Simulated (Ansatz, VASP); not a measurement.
## HfN: VASP beside Ansatz

```
Hf N
1.0
     3.14430    0.00000    0.00000
    -1.57215    2.72304    0.00000
     0.00000    0.00000    5.42524
Hf N
2 2
Cartesian
  1.5722 0.9077 4.0689
  0.0000 1.8154 1.3563
  0.0000 0.0000 0.0000
  0.0000 0.0000 2.7126
```

Alike in both runs: task single point; functional r2SCAN; k mesh 18 × 18 × 10; occupations gaussian, width 0.15 eV; no spin polarisation.

```csv
,VASP,Ansatz
version,VASP 6.6.1,Ansatz 0.2.0
potentials or method,"VASP PAW PBE potentials, release 64 (Hf_pv, N), cutoff 520 eV","scalar-relativistic, plane waves, PAW"
valence electrons in the cell,30,62
```

Ansatz gave:

* gap on the k mesh at the Fermi level (eV): none
* pressure (GPa): 0.0
* traceless stress, the component that is largest in VASP (GPa): 0.12

Question: Which values does VASP return?

Answer: gap on the k mesh at the Fermi level (eV): none; pressure (GPa): -2.6; traceless stress, the component that is largest in VASP (GPa): 0.18.

VASP's potentials were made for PBE, not for r2SCAN. A gap of «none» marks a metal or a gap that the smearing closes. The functional is the same, so the differences come from potentials, cutoffs and numerics. VASP's potentials hold 30 valence electrons a cell and Ansatz's 62, so a difference there can come from the potentials and not from the codes.

Neither program's run includes spin-orbit coupling.
